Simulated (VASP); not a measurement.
# WS2 (R3m) in VASP: notebook

WS2 is run at these levels: r2SCAN+U; tasks: single point.

Everything below comes from runs of VASP 6.6.1. Logs are shortened: lines on timing, memory, paths and dates and some standing lists are left out, and cuts for length are marked.

## Step 1: The cell of the first run

Symmetry: R3m, No. 160, trigonal system. The conventional cell has a = 3.158 Å, b = 3.158 Å, c = 18.490 Å, α = 90.00°, β = 90.00°, γ = 120.00°. Within 3.2 Å of W (site symmetry 3m) lie 6 S at 2.39 to 2.42 Å and 6 W at 3.16 Å. S (site symmetry 3m) has 3 W at 2.39 Å and 7 S at 3.13 to 3.16 Å within 3.2 Å. Within 3.2 Å of S (site symmetry 3m) lie 3 W at 2.42 Å and 7 S at 3.13 to 3.16 Å.

## Step 2: Single point, r2SCAN+U, collinear spin, zero start

File POSCAR:

```
WS2
1.0
    1.5790001700      0.9116361700      6.1633291500
   -1.5790001700      0.9116361700      6.1633291500
    0.0000000000     -1.8232723400      6.1633291500
W S
1 2
Direct
    0.0000000000      0.0000000000      0.0000000000
    0.7503000000      0.7503000000      0.7503000000
    0.5810000000      0.5810000000      0.5810000000
```

File INCAR.step1:

```
PREC = Accurate ; ENCUT = 550
ISMEAR = 0 ; SIGMA = 0.05
LREAL = False ; LASPH = True
NELM = 200 ; ISPIN = 2
MAGMOM = 0 0 0 ; LMAXMIX = 4
LDAU = True ; LDAUTYPE = 1
LDAUL = 2 -1 ; LDAUU = 2.5 0
LDAUJ = 0.5 0 ; NBANDS = 24
GGA = PE ; ALGO = Normal
EDIFF = 1E-5 ; LWAVE = True
LCHARG = False ; GGA_COMPAT = False
```

File INCAR.step2:

```
PREC = Accurate ; ENCUT = 550
EDIFF = 1E-6 ; ISMEAR = 0
SIGMA = 0.05 ; LREAL = False
LASPH = True ; NELM = 200
ALGO = Normal ; ISIF = 2
LWAVE = False ; LCHARG = True
ISPIN = 2 ; MAGMOM = 0 0 0
LORBIT = 11 ; LMAXMIX = 4
LDAU = True ; LDAUTYPE = 1
LDAUL = 2 -1 ; LDAUU = 2.5 0
LDAUJ = 0.5 0 ; LDAUPRINT = 1
METAGGA = R2SCAN ; LMIXTAU = True
LELF = True ; LVHAR = True
NBANDS = 24 ; ISTART = 1
GGA_COMPAT = False
```

File KPOINTS:

```
Automatic mesh
0
Gamma
  7 7 7
```

Potentials or basis: VASP PAW PBE potentials, release 64 (W_sv, S).

Command:

```
cat potpaw_PBE.64/W_sv/POTCAR potpaw_PBE.64/S/POTCAR > POTCAR
cp INCAR.step1 INCAR
mpirun -np 1 vasp_std > vasp.out
cp INCAR.step2 INCAR
mpirun -np 1 vasp_std > vasp.out
```

OUTCAR:

```text
PREC = Accurate
   ENCUT = 550
   EDIFF = 1E-6
   ISMEAR = 0
   LREAL = False
   LASPH = True
   NELM = 200
   ISIF = 2
   ISPIN = 2
   LORBIT = 11
   METAGGA = R2SCAN
   ISTART = 1

 ion  position               nearest neighbor table
   1  0.000  0.000  0.000-   2 2.39   2 2.39   2 2.39   3 2.42   3 2.42   3 2.42
   2  0.750  0.750  0.750-   1 2.39   1 2.39   1 2.39
   3  0.581  0.581  0.581-   1 2.42   1 2.42   1 2.42

  LATTYP: Found a trigonal (rhomboedric) cell.
 ALAT       =     6.4273593532
 COS(alpha) =     0.8792939097

  Lattice vectors:

 A1 = (   1.5790001700,   0.9116361700,   6.1633291500)
 A2 = (  -1.5790001700,   0.9116361700,   6.1633291500)
 A3 = (   0.0000000000,  -1.8232723400,   6.1633291500)

Analysis of symmetry for initial positions (statically):
=====================================================================
 Subroutine PRICEL returns:
 Original cell was already a primitive cell.

 Routine SETGRP: Setting up the symmetry group for a
 trigonal (rhombohedral) supercell.

 Subroutine GETGRP returns: Found  6 space group operations
 (whereof  6 operations were pure point group operations)
 out of a pool of 12 trial point group operations.

The static configuration has the point symmetry C_3v.

Analysis of symmetry for dynamics (positions and initial velocities):
=====================================================================
 Subroutine PRICEL returns:
 Original cell was already a primitive cell.

 Routine SETGRP: Setting up the symmetry group for a
 trigonal (rhombohedral) supercell.

 Subroutine GETGRP returns: Found  6 space group operations
 (whereof  6 operations were pure point group operations)
 out of a pool of 12 trial point group operations.

The dynamic configuration has the point symmetry C_3v.

Analysis of structural, dynamic, and magnetic symmetry:
=====================================================================
 Subroutine PRICEL returns:
 Original cell was already a primitive cell.

 Routine SETGRP: Setting up the symmetry group for a
 trigonal (rhombohedral) supercell.

 Subroutine GETGRP returns: Found  6 space group operations
 (whereof  6 operations were pure point group operations)
 out of a pool of 12 trial point group operations.

The overall configuration has the point symmetry C_3v.

 Subroutine INISYM returns: Found  6 space group operations
 (whereof  6 operations are pure point group operations),
 and found     1 'primitive' translations

----------------------------------------------------------------------------------------

                                     Primitive cell

  volume of cell :      53.2317

  direct lattice vectors                    reciprocal lattice vectors
     1.579000170  0.911636170  6.163329150     0.316656077  0.182821472  0.054083325
    -1.579000170  0.911636170  6.163329150    -0.316656077  0.182821472  0.054083325
     0.000000000 -1.823272340  6.163329150     0.000000000 -0.365642944  0.054083325

  length of vectors
     6.427359353  6.427359353  6.427359352     0.369621114  0.369621114  0.369621115

  position of ions in fractional coordinates (direct lattice)
     0.000000000  0.000000000  0.000000000
     0.750300000  0.750300000  0.750300000
     0.581000000  0.581000000  0.581000000

  ion indices of the primitive-cell ions
   primitive index   ion index
                 1           1
                 2           2
                 3           3

----------------------------------------------------------------------------------------

 KPOINTS: Automatic mesh
[... 74 lines left out ...]
   ISIF   =      2    stress and relaxation
   ISYM   =      2    0-nonsym 1-usesym 2-fastsym
   POTIM  = 0.5000    time-step for ionic-motion
   TEBEG  =    0.0;   TEEND  =   0.0 temperature during run
   PSTRESS=    0.0 pullay stress
   NELECT =      26.0000    total number of electrons
   NUPDOWN=      -1.0000    fix difference up-down
   EMIN   =  10.00;   EMAX   =-10.00  energy-range for DOS
   EFERMI =   0.00;   METHOD = LEGACY
[... 37 lines left out ...]
  o =  0.3377  v =  0.0000 -0.1597 -0.0000  0.0000 -0.9872  0.0000  0.0000  0.0000  0.0000  0.0000      0.0000  0.0000  0.0000  0.0000  0.0000  0.0000  0.0000  0.0000  0.0000  0.0000
  o =  0.3377  v = -0.9872 -0.0000 -0.0000 -0.1597 -0.0000  0.0000  0.0000  0.0000  0.0000  0.0000      0.0000  0.0000  0.0000  0.0000  0.0000  0.0000  0.0000  0.0000  0.0000  0.0000
  o =  0.3377  v =  0.0000  0.0000  0.0000  0.0000  0.0000  0.0000 -0.1597 -0.0000  0.0000 -0.9872      0.0000  0.0000  0.0000  0.0000  0.0000  0.0000  0.0000  0.0000  0.0000  0.0000
  o =  0.3377  v =  0.0000  0.0000  0.0000  0.0000  0.0000 -0.9872 -0.0000 -0.0000 -0.1597 -0.0000      0.0000  0.0000  0.0000  0.0000  0.0000  0.0000  0.0000  0.0000  0.0000  0.0000
  o =  0.3640  v =  0.0000  0.0000  0.0000  0.0000  0.0000  0.0000 -0.0000  1.0000  0.0000 -0.0000      0.0000  0.0000  0.0000  0.0000  0.0000  0.0000  0.0000  0.0000  0.0000  0.0000
  o =  0.3640  v =  0.0000 -0.0000  1.0000  0.0000 -0.0000  0.0000  0.0000  0.0000  0.0000  0.0000      0.0000  0.0000  0.0000  0.0000  0.0000  0.0000  0.0000  0.0000  0.0000  0.0000

 number of electron      26.0000002 magnetization      -0.0000000

 Free energy of the ion-electron system (eV)
  ---------------------------------------------------
  ext. energy  EPLUGINS =         0.00000000
  ---------------------------------------------------
  free energy    TOTEN  =       -67.80639889 eV

  energy without entropy =      -67.80639889  energy(sigma->0) =      -67.80639889

 E-fermi :   7.6962     XC(G=0): -11.6685

 val. band max:        7.4240609457   @ k =   0.4286   0.4286   0.4286
 cond. band min:       8.6864021078   @ k =  -0.1429   0.1429   0.0000
 fundamental gap:      1.2623411622
 Fermi energy:         7.6961521728

 spin component 1

 k-point     1 :       0.0000    0.0000    0.0000
  band No.  band energies     occupation
      1     -69.4804      1.00000
      2     -33.0659      1.00000
      3     -32.8905      1.00000
      4     -32.8905      1.00000
      5      -9.0213      1.00000
      6      -6.9350      1.00000
[... 1289 lines left out ...]
     23      19.2364      0.00000
     24      20.0098      0.00000

 [... further k-points ...]

------------------------ aborting loop because EDIFF is reached ----------------------------------------

  FORCE on cell =-STRESS in cart. coord.  units (eV):
  Direction    XX          YY          ZZ          XY          YZ          ZX
  --------------------------------------------------------------------------------------
  -------------------------------------------------------------------------------------
  Total        1.5975819      1.5975819      1.2518594      0.0000000      0.0000000      0.0000000
  in kB       48.0843085     48.0843081     37.6786912      0.0000000      0.0000000      0.0000000
  external PRESSURE =      44.6157692 kB  Pullay stress =       0.0000000 kB

 VOLUME and BASIS-vectors are now :
 -----------------------------------------------------------------------------
  energy-cutoff  :      550.00
  volume of cell :       53.23
      direct lattice vectors                 reciprocal lattice vectors
     1.579000170  0.911636170  6.163329150     0.316656077  0.182821472  0.054083325
    -1.579000170  0.911636170  6.163329150    -0.316656077  0.182821472  0.054083325
     0.000000000 -1.823272340  6.163329150     0.000000000 -0.365642944  0.054083325

 POSITION                                       TOTAL-FORCE (eV/Angst)
 -----------------------------------------------------------------------------------
      0.00000      0.00000      0.00000         0.000000      0.000000     -0.632329
      0.00000      0.00000     13.87304         0.000000     -0.000000      0.471370
      0.00000      0.00000     10.74268         0.000000     -0.000000      0.160959
 -----------------------------------------------------------------------------------
    total drift:                                0.000000      0.000000     -0.000198

  FREE ENERGIE OF THE ION-ELECTRON SYSTEM (eV)
  ---------------------------------------------------
  free  energy   TOTEN  =       -67.8063988861 eV

  energy  without entropy=      -67.8063988861  energy(sigma->0) =      -67.80639889

 total charge

# of ion       s       p       d       tot
------------------------------------------
    1        2.319   6.344   3.316  11.979
    2        1.351   2.409   0.000   3.760
    3        1.353   2.392   0.000   3.745
--------------------------------------------------
tot          5.022  11.146   3.316  19.484

 magnetization (x)

# of ion       s       p       d       tot
------------------------------------------
    1        0.000   0.000   0.000   0.000
    2       -0.000  -0.000   0.000  -0.000
    3       -0.000   0.000   0.000   0.000
--------------------------------------------------
tot         -0.000  -0.000   0.000   0.000
```

Wall time 36 min (1 thread of Intel Xeon 8259CL, shared host); peak memory 0.54 GiB.

Results:

```
Free energy                                           : -67.8064 eV
Pressure                                              : 4.5 GPa
Largest force                                         : 0.632 eV/Å
Band gap on the k mesh                                : 1.26 eV (least direct gap 2.47 eV)
Net moment                                            : 0.00 μB per cell
Valence electrons inside the program's atomic spheres : W 11.98; S 3.76, 3.75
```

Forces in eV/Å, atoms in the order of the input:
```
W    0.000  0.000 -0.632
S    0.000  0.000  0.471
S    0.000  0.000  0.161
```

Levels at points of the mesh, in eV from the valence-band top:
Spin up:
```
           k point  band 9  band 10  band 11  band 12  band 13  band 14  band 15  band 16  band 17  band 18
(0.00, 0.00, 0.00)   -3.70    -2.39    -2.39    -1.73    -1.21     2.38     2.38     2.69     2.69     5.16
```
Spin down:
```
           k point  band 11  band 12  band 13  band 14  band 15  band 16
(0.00, 0.00, 0.00)    -2.39    -1.73    -1.21     2.38     2.38     2.69
```

Eigenvalues of the final occupation matrices:
```
    site  spin  trace               eigenvalues
site 1 d     1   1.68  0.32 0.32 0.34 0.34 0.36
site 1 d     2   1.68  0.32 0.32 0.34 0.34 0.36
```

Caveat: the cell stands under pressure; the PAW data sets were made with another functional, which shifts forces and pressure a little; spin-orbit coupling is left out, which moves the levels of the heavy elements. A k mesh can miss the band edges.

## Step 3: Single point, r2SCAN+U, collinear spin, zero start

POSCAR is that of step 2.

File INCAR.step1:

```
SYSTEM = WS2
ALGO     = Normal         ! electronic algorithm
EDIFF    = 1E-5           ! SCF threshold, eV
ENCUT    = 550            ! plane-wave cutoff, eV
GGA      = PE             ! functional
GGA_COMPAT= .False.      
ISMEAR   = 0              ! smearing method
ISPIN    = 2              ! spin polarisation
LASPH    = .True.         ! aspherical terms in the spheres
LCHARG   = .False.        ! write CHGCAR
LDAU     = .True.         ! DFT+U
LDAUJ    = 0.5 0        
LDAUL    = 2 -1           ! shell
LDAUTYPE = 1            
LDAUU    = 2.5 0          ! U, eV
LMAXMIX  = 4              ! l up to which the mixer works
LREAL    = .False.        ! projectors in reciprocal space
LWAVE    = .True.         ! write WAVECAR
MAGMOM   = 0 0 0          ! initial moments
NBANDS   = 24             ! bands
NELM     = 200            ! most SCF steps
PREC     = Accurate       ! precision mode
SIGMA    = 0.05           ! smearing width, eV
```

File INCAR.step2:

```
SYSTEM = WS2
ALGO     = Normal         ! electronic algorithm
EDIFF    = 1E-6           ! SCF threshold, eV
ENCUT    = 550            ! plane-wave cutoff, eV
GGA_COMPAT= .False.      
ISIF     = 2              ! what is computed and relaxed
ISMEAR   = 0              ! smearing method
ISPIN    = 2              ! spin polarisation
ISTART   = 1            
LASPH    = .True.         ! aspherical terms in the spheres
LCHARG   = .True.         ! write CHGCAR
LDAU     = .True.         ! DFT+U
LDAUJ    = 0.5 0        
LDAUL    = 2 -1           ! shell
LDAUPRINT= 1            
LDAUTYPE = 1            
LDAUU    = 2.5 0          ! U, eV
LELF     = .True.         ! ELF
LMAXMIX  = 4              ! l up to which the mixer works
LMIXTAU  = .True.       
LORBIT   = 11             ! projections on sites
LREAL    = .False.        ! projectors in reciprocal space
LVHAR    = .True.       
LWAVE    = .False.        ! write WAVECAR
MAGMOM   = 0 0 0          ! initial moments
METAGGA  = R2SCAN         ! meta-GGA
NBANDS   = 24             ! bands
NELM     = 200            ! most SCF steps
PREC     = Accurate       ! precision mode
SIGMA    = 0.05           ! smearing width, eV
```

File KPOINTS:

```
k-points
0
Gamma
  7 7 7
  0 0 0
```

Potentials or basis: VASP PAW PBE potentials, release 64 (W_sv, S).

Command:

```
cat potpaw_PBE.64/W_sv/POTCAR potpaw_PBE.64/S/POTCAR > POTCAR
cp INCAR.step1 INCAR
mpirun -np 1 vasp_std > vasp.out
cp INCAR.step2 INCAR
mpirun -np 1 vasp_std > vasp.out
```

Run time: 44 min. Hardware: 1 thread of Intel Xeon 8259CL, shared host; peak memory 0.55 GiB.

The run converged. Its results:

| Quantity | Value |
| --- | --- |
| Free energy | -67.8064 eV |
| Pressure | 4.5 GPa |
| Largest force | 0.632 eV/Å |
| Band gap on the k mesh | 1.26 eV (least direct gap 2.47 eV) |
| Net moment | 0.00 μB per cell |
| Valence electrons inside the program's atomic spheres | W 11.98; S 3.76, 3.75 |

Forces on the atoms (eV/Å):
```
W    0.000  0.000 -0.632
S    0.000  0.000  0.471
S    0.000  0.000  0.161
```

Stress tensor (GPa, compression positive):
```
4.81 0.00 0.00
0.00 4.81 0.00
0.00 0.00 3.77
```

Levels at points of the mesh, in eV from the valence-band top:
Spin up:
```tsv
k point	band 11	band 12	band 13	band 14	band 15	band 16
(0.00, 0.00, 0.00)	-2.39	-1.73	-1.21	2.38	2.38	2.69
```
Spin down:
```
           k point  band 10  band 11  band 12  band 13  band 14  band 15  band 16  band 17
(0.00, 0.00, 0.00)    -2.39    -2.39    -1.73    -1.21     2.38     2.38     2.69     2.69
```

Eigenvalues of the final occupation matrices:
```
    site  spin  trace               eigenvalues
site 1 d     1   1.68  0.32 0.32 0.34 0.34 0.36
site 1 d     2   1.68  0.32 0.32 0.34 0.34 0.36
```

Caveat: the cell stands under pressure; the PAW data sets were made with another functional, which shifts forces and pressure a little; spin-orbit coupling is left out, which moves the levels of the heavy elements.

## Step 4: Single point, r2SCAN+U, collinear spin

POSCAR is that of step 3.

File INCAR.step1:

```
SYSTEM = WS2
PREC     = Accurate       ! precision mode
ENCUT    = 550            ! plane-wave cutoff, eV
ISMEAR   = 0              ! smearing method
SIGMA    = 0.05           ! smearing width, eV
LREAL    = .FALSE.        ! projectors in reciprocal space
LASPH    = .TRUE.         ! aspherical terms in the spheres
NELM     = 200            ! most SCF steps
ISPIN    = 2              ! spin polarisation
MAGMOM   = 2 0 0          ! initial moments
LMAXMIX  = 4              ! l up to which the mixer works
LDAU     = .TRUE.         ! DFT+U
LDAUTYPE = 1            
LDAUL    = 2 -1           ! shell
LDAUU    = 2.5 0          ! U, eV
LDAUJ    = 0.5 0        
NBANDS   = 24             ! bands
GGA      = PE             ! functional
ALGO     = Normal         ! electronic algorithm
EDIFF    = 1E-5           ! SCF threshold, eV
LWAVE    = .TRUE.         ! write WAVECAR
LCHARG   = .FALSE.        ! write CHGCAR
GGA_COMPAT= .FALSE.
```

File INCAR.step2:

```
SYSTEM = WS2
PREC     = Accurate       ! precision mode
ENCUT    = 550            ! plane-wave cutoff, eV
EDIFF    = 1E-6           ! SCF threshold, eV
ISMEAR   = 0              ! smearing method
SIGMA    = 0.05           ! smearing width, eV
LREAL    = .FALSE.        ! projectors in reciprocal space
LASPH    = .TRUE.         ! aspherical terms in the spheres
NELM     = 200            ! most SCF steps
ALGO     = Normal         ! electronic algorithm
ISIF     = 2              ! what is computed and relaxed
LWAVE    = .FALSE.        ! write WAVECAR
LCHARG   = .FALSE.        ! write CHGCAR
ISPIN    = 2              ! spin polarisation
MAGMOM   = 2 0 0          ! initial moments
LORBIT   = 11             ! projections on sites
LMAXMIX  = 4              ! l up to which the mixer works
LDAU     = .TRUE.         ! DFT+U
LDAUTYPE = 1            
LDAUL    = 2 -1           ! shell
LDAUU    = 2.5 0          ! U, eV
LDAUJ    = 0.5 0        
LDAUPRINT= 1            
METAGGA  = R2SCAN         ! meta-GGA
LMIXTAU  = .TRUE.       
NBANDS   = 24             ! bands
ISTART   = 1            
GGA_COMPAT= .FALSE.
```

File KPOINTS:

```
regular mesh
0
G
  7 7 7
  0 0 0
```

Command:

```
cat potpaw_PBE.64/W_sv/POTCAR potpaw_PBE.64/S/POTCAR > POTCAR
cp INCAR.step1 INCAR
mpirun -np 1 vasp_std > vasp.out
cp INCAR.step2 INCAR
mpirun -np 1 vasp_std > vasp.out
```

Run time: 45 min. Hardware: 1 thread of Intel Xeon 8259CL, shared host; peak memory 0.55 GiB.

Results (log left out):

```yaml
Free_energy: -67.8064 eV
Pressure: 4.5 GPa
Largest_force: 0.632 eV/Å
Band_gap_on_the_k_mesh: 1.26 eV (least direct gap 2.47 eV)
Net_moment: 0.00 μB per cell
Valence_electrons_inside_the_program's_atomic_spheres: W 11.98; S 3.76, 3.75
```

Forces on the atoms (eV/Å):
```
W    0.000  0.000 -0.632
S    0.000  0.000  0.471
S    0.000  0.000  0.161
```

Stress tensor (GPa, compression positive):
```
4.80 0.00 0.00
0.00 4.80 0.00
0.00 0.00 3.75
```

Levels at points of the mesh, in eV from the valence-band top:
Spin up:
```
           k point  band 9  band 10  band 11  band 12  band 13  band 14  band 15  band 16  band 17  band 18
(0.00, 0.00, 0.00)   -3.70    -2.39    -2.39    -1.73    -1.21     2.38     2.38     2.69     2.69     5.16
```
Spin down:
```tsv
k point	band 11	band 12	band 13	band 14	band 15	band 16
(0.00, 0.00, 0.00)	-2.39	-1.73	-1.21	2.38	2.38	2.69
```

Eigenvalues of the final occupation matrices:
```tsv
site	spin	trace	eigenvalues
site 1 d	1	1.68	0.32 0.32 0.34 0.34 0.36
site 1 d	2	1.68	0.32 0.32 0.34 0.34 0.36
```

Caveat: the cell stands under pressure; the PAW data sets were made with another functional, which shifts forces and pressure a little; spin-orbit coupling is left out, which moves the levels of the heavy elements.
